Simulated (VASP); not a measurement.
# TiAl3 (Amm2) in VASP: single point with PBEsol

Aim: the single point of TiAl3 with PBEsol.

All numbers are computed with VASP 6.6.1; they aren't measurements. Logs are shortened: lines on timing, memory, paths and dates and some standing lists are left out, and cuts for length are marked.

## (1) The cell of the first run

The structure is orthorhombic, space group Amm2 (No. 38). The conventional cell has a = 3.948 Å, b = 3.948 Å, c = 23.690 Å, α = 90.00°, β = 90.00°, γ = 90.00°. Within 2.6 Å of Ti (site symmetry mm2) lie 1 Al at 1.97 Å. Ti (site symmetry mm2) has 12 Al at 2.79 Å within 3.7 Å. Ti (site symmetry mm2) has 12 Al at 2.79 Å within 3.7 Å. Within 2.6 Å of Al (site symmetry mm2) lie 1 Ti at 1.97 Å. Within 3.7 Å of Al (site symmetry mm2) lie 8 Al at 2.79 Å and 4 Ti at 2.79 Å. Al (site symmetry mm2) has 4 Ti at 2.79 Å and 8 Al at 2.79 Å within 3.7 Å. Within 2.6 Å of Al (site symmetry mm2) lie 1 Al at 1.97 Å. Al (site symmetry mm2) has 8 Al at 2.79 Å and 4 Ti at 2.79 Å within 3.7 Å.

## (2) Single point, PBEsol (the part above a cut slid along it)

INCAR reads:

```
ALGO = Normal ; EDIFF = 1E-6
ENCUT = 500 ; GGA = PS
GGA_COMPAT = False ; ISIF = 2
ISMEAR = 0 ; ISYM = 0
KPAR = 4 ; LASPH = True
LCHARG = False ; LREAL = False
LWAVE = False ; NBANDS = 44
NELM = 120 ; PREC = Accurate
SIGMA = 0.15
```

KPOINTS reads:

```
k-points
0
Gamma
  12 12 4
```

POSCAR reads:

```
TiAl3
1.0
    0.0000000000     -3.9483448101      0.0000000000
    0.0000000000      0.0000000000     -3.9483448101
   11.8450344303     -1.9741724050      0.0000000000
Ti Al
3 9
Direct
   -0.0416666667      1.0000000000      0.0833333333
   -0.2083333333      1.0000000000      0.4166666667
   -0.3750000000      1.0000000000      0.7500000000
    0.0416666667      0.0000000000      0.9166666667
    0.3750000000      0.0000000000      0.2500000000
    0.2083333333      0.0000000000      0.5833333333
   -0.4583333333      0.5000000000      0.9166666667
   -0.1250000000      0.5000000000      0.2500000000
   -0.2916666667      0.5000000000      0.5833333333
    0.1250000000      0.5000000000      0.7500000000
    0.4583333333      0.5000000000      0.0833333333
    0.2916666667      0.5000000000      0.4166666667
```

Potentials or basis: VASP PAW PBE potentials, release 64 (Ti_sv, Al).

Launch:

```sh
cat potpaw_PBE.64/Ti_sv/POTCAR potpaw_PBE.64/Al/POTCAR > POTCAR
mpirun -np 4 vasp_std > vasp.out
```

OUTCAR:

```text
EDIFF = 1E-6
   ENCUT = 500
   GGA = PS
   ISIF = 2
   ISMEAR = 0
   ISYM = 0
   LASPH = True
   LREAL = False
   NELM = 120
   PREC = Accurate

 ion  position               nearest neighbor table
   1  0.958  0.000  0.083-   4 1.97  11 2.79  11 2.79  11 2.79  11 2.79   5 2.79   8 2.79   8 2.79
                             5 2.79
   2  0.792  0.000  0.417-   6 2.79   9 2.79   9 2.79   6 2.79  12 2.79  12 2.79  12 2.79  12 2.79
                             5 2.79   8 2.79   8 2.79   5 2.79
   3  0.625  0.000  0.750-  10 2.79  10 2.79  10 2.79  10 2.79   6 2.79   4 2.79   9 2.79   7 2.79
                             7 2.79   9 2.79   6 2.79   4 2.79
   4  0.042  0.000  0.917-   1 1.97   7 2.79   7 2.79   7 2.79   7 2.79   3 2.79  10 2.79  10 2.79
                             3 2.79
   5  0.375  0.000  0.250-   8 2.79   8 2.79   8 2.79   8 2.79   1 2.79   2 2.79  12 2.79  12 2.79
                            11 2.79  11 2.79   2 2.79   1 2.79
   6  0.208  0.000  0.583-   2 2.79  12 2.79  12 2.79   2 2.79   9 2.79   9 2.79   9 2.79   9 2.79
                             3 2.79  10 2.79  10 2.79   3 2.79
   7  0.542  0.500  0.917-  11 1.97   4 2.79   4 2.79   4 2.79   4 2.79  10 2.79   3 2.79   3 2.79
                            10 2.79
   8  0.875  0.500  0.250-   5 2.79   5 2.79   5 2.79   5 2.79  12 2.79  11 2.79   2 2.79   1 2.79
                             1 2.79   2 2.79  11 2.79  12 2.79
   9  0.708  0.500  0.583-  12 2.79   2 2.79   2 2.79  12 2.79   6 2.79   6 2.79   6 2.79   6 2.79
                            10 2.79   3 2.79   3 2.79  10 2.79
  10  0.125  0.500  0.750-   3 2.79   3 2.79   3 2.79   3 2.79   7 2.79   9 2.79   6 2.79   6 2.79
                             4 2.79   4 2.79   7 2.79   9 2.79
  11  0.458  0.500  0.083-   7 1.97   1 2.79   1 2.79   1 2.79   1 2.79   8 2.79   5 2.79   5 2.79
                             8 2.79
  12  0.292  0.500  0.417-   9 2.79   6 2.79   6 2.79   9 2.79   2 2.79   2 2.79   2 2.79   2 2.79
                             8 2.79   5 2.79   5 2.79   8 2.79

IMPORTANT INFORMATION: All symmetrisations will be switched off!
NOSYMM: (Re-)initialisation of all symmetry stuff for point group C_1.

----------------------------------------------------------------------------------------

                                     Primitive cell

  volume of cell :     184.6573

  direct lattice vectors                    reciprocal lattice vectors
     0.000000000 -3.948344810  0.000000000    -0.042211781 -0.253270686  0.000000000
     0.000000000  0.000000000 -3.948344810     0.000000000  0.000000000 -0.253270686
    11.845034430 -1.974172405  0.000000000     0.084423562  0.000000000  0.000000000

  length of vectors
[... 141 lines left out ...]
   IALGO  =     38    algorithm
   IMIX   =      4    mixing-type and parameters
     AMIX     =   0.40;   BMIX     =  1.00
     AMIX_MAG =   1.60;   BMIX_MAG =  1.00
  volume/ion in A,a.u.               =      15.39       103.84
  Fermi-wavevector in a.u.,A,eV,Ry     =   1.143930  2.161715 17.804261  1.308576
  Thomas-Fermi vector in A             =   2.280624
   LORBIT       =      0    0 simple, 1 ext, 2 COOP (PROOUT), +10 PAW based schemes
   GGA     = PS    functional components
   LHFCALC =     F    Hartree Fock is set to
   AEXX    =    0.0000 exact exchange contribution
   IVDW    =     0    specifies the selected vdW correction
   LEPSILON=     F    determine dielectric tensor
   LRPA    =     F    only Hartree local field effects (RPA)
 non-spin polarized calculation
 Gauss-broadening in eV      SIGMA  =   0.15
  energy-cutoff  :      500.00
  volume of cell :      184.66
 maximum number of plane-waves:      4718
 NGX is ok and might be reduce to    30
   NGX = 15   NGY = 15   NGZ = 43

 number of electron      62.9999988 magnetization

 Free energy of the ion-electron system (eV)
  ---------------------------------------------------
  ext. energy  EPLUGINS =         0.00000000
  ---------------------------------------------------
  free energy    TOTEN  =       -60.54127846 eV

  energy without entropy =      -60.45661378  energy(sigma->0) =      -60.49894612

 E-fermi :   8.9106     XC(G=0): -10.9098

 val. band max:        8.9087825904   @ k =  -0.0833   0.4167   0.0000
 cond. band min:       8.9106116505   @ k =  -0.0833   0.0000   0.2500
 fundamental gap:      0.0018290601
 Fermi energy:         8.9105836564

 k-point     1 :       0.0000    0.0000    0.0000
  band No.  band energies     occupation
      1     -47.7862      2.00000
      2     -47.6968      2.00000
      3     -47.4154      2.00000
      4     -24.2037      2.00000
      5     -24.1963      2.00000
      6     -24.1862      2.00000
[... 1093 lines left out ...]
     42      11.1631      0.00000
     43      11.5672      0.00000

 [... further k-points ...]

 [bands above 43 left out]

------------------------ aborting loop because EDIFF is reached ----------------------------------------

  FORCE on cell =-STRESS in cart. coord.  units (eV):
  Direction    XX          YY          ZZ          XY          YZ          ZX
  --------------------------------------------------------------------------------------
  -------------------------------------------------------------------------------------
  Total       38.4878822     -1.2744039     -2.6350497     -0.0135280      0.0000023      0.0000013
  in kB      333.9397548    -11.0573535    -22.8629845     -0.1173757      0.0000199      0.0000109
  external PRESSURE =     100.0064723 kB  Pullay stress =       0.0000000 kB

 VOLUME and BASIS-vectors are now :
 -----------------------------------------------------------------------------
  energy-cutoff  :      500.00
  volume of cell :      184.66
      direct lattice vectors                 reciprocal lattice vectors
     0.000000000 -3.948344810  0.000000000    -0.042211781 -0.253270686  0.000000000
     0.000000000  0.000000000 -3.948344810     0.000000000  0.000000000 -0.253270686
    11.845034430 -1.974172405  0.000000000     0.084423562  0.000000000  0.000000000

 POSITION                                       TOTAL-FORCE (eV/Angst)
 -----------------------------------------------------------------------------------
      0.98709     -3.94834      0.00000         9.744742      0.000072     -0.000003
      4.93543     -3.94834      0.00000         0.177637      0.000321      0.000001
      8.88378     -3.94834      0.00000        -1.086285     -0.000629     -0.000001
     10.85795     -1.97417      0.00000        -9.576330      0.000083      0.000000
      2.96126     -1.97417      0.00000        -0.165819      0.000255      0.000000
      6.90960     -1.97417      0.00000         0.020044     -0.000123      0.000000
     10.85795     -3.94834     -1.97417        -7.534668      0.000020      0.000000
      2.96126     -3.94834     -1.97417        -0.146206     -0.000075      0.000000
      6.90960     -3.94834     -1.97417         0.042381     -0.000078      0.000000
      8.88378     -1.97417     -1.97417        -0.091470     -0.000066      0.000000
      0.98709     -1.97417     -1.97417         8.611152      0.000152      0.000000
      4.93543     -1.97417     -1.97417         0.004821      0.000069      0.000000
 -----------------------------------------------------------------------------------
    total drift:                                0.000071     -0.000004     -0.000002

  FREE ENERGIE OF THE ION-ELECTRON SYSTEM (eV)
  ---------------------------------------------------
  free  energy   TOTEN  =       -60.5412784640 eV

  energy  without entropy=      -60.4566137774  energy(sigma->0) =      -60.49894612
```

OSZICAR:

```text
N       E                     dE             d eps       ncg     rms          rms(c)
DAV:   1     0.556246847778E+03    0.55625E+03   -0.26624E+04 25720   0.135E+03
DAV:   2     0.471119243968E+01   -0.55154E+03   -0.53196E+03 25820   0.402E+02
DAV:   3    -0.582672093846E+02   -0.62978E+02   -0.60521E+02 39500   0.118E+02
DAV:   4    -0.661062373992E+02   -0.78390E+01   -0.76815E+01 40776   0.336E+01
DAV:   5    -0.664898596231E+02   -0.38362E+00   -0.38303E+00 36052   0.694E+00    0.199E+01
DAV:   6    -0.635481947131E+02    0.29417E+01   -0.68909E+01 34644   0.429E+01    0.145E+01
DAV:   7    -0.621692692064E+02    0.13789E+01   -0.43462E+01 34608   0.347E+01    0.102E+01
DAV:   8    -0.611014354270E+02    0.10678E+01   -0.67608E+00 34388   0.141E+01    0.643E+00
DAV:   9    -0.606866789316E+02    0.41476E+00   -0.29209E+00 35016   0.870E+00    0.354E+00
DAV:  10    -0.606186033950E+02    0.68076E-01   -0.10541E+00 37576   0.553E+00    0.261E+00
DAV:  11    -0.605429510354E+02    0.75652E-01   -0.28769E-01 34216   0.276E+00    0.100E+00
DAV:  12    -0.605423668382E+02    0.58420E-03   -0.63015E-02 34052   0.121E+00    0.458E-01
DAV:  13    -0.605413233130E+02    0.10435E-02   -0.64491E-03 34896   0.456E-01    0.176E-01
DAV:  14    -0.605413151855E+02    0.81275E-05   -0.49523E-04 35764   0.125E-01    0.824E-02
DAV:  15    -0.605412804317E+02    0.34754E-04   -0.25434E-04 38264   0.885E-02    0.195E-02
DAV:  16    -0.605412784820E+02    0.19497E-05   -0.37229E-05 34900   0.291E-02    0.970E-03
DAV:  17    -0.605412784640E+02    0.17971E-07   -0.26389E-06 24492   0.101E-02
   1 F= -.60541278E+02 E0= -.60498946E+02  d E =-.846647E-01
```

Run time: 6 min. Hardware: 4 MPI ranks of Intel Xeon 6975P-C (Granite Rapids), shared host; peak memory 1.5 GiB.

Results:

* Free energy: -60.5413 eV
* Pressure: 10.0 GPa
* Largest force: 9.745 eV/Å
* Band gap on the k mesh: zero (an odd number of electrons rules out a gap without spin polarisation)

Forces on the atoms (eV/Å):
```
Ti   9.745  0.000  0.000
Ti   0.178  0.000  0.000
Ti  -1.086 -0.001  0.000
Al  -9.576  0.000  0.000
Al  -0.166  0.000  0.000
Al   0.020  0.000  0.000
Al  -7.535  0.000  0.000
Al  -0.146  0.000  0.000
Al   0.042  0.000  0.000
Al  -0.091  0.000  0.000
Al   8.611  0.000  0.000
Al   0.005  0.000  0.000
```

Caveat: the cell differs from its parent crystal (the part above a cut slid along it); the stress differs along the axes, from -2 to 33 GPa; the PAW data sets were made with another functional, which shifts forces and pressure a little.
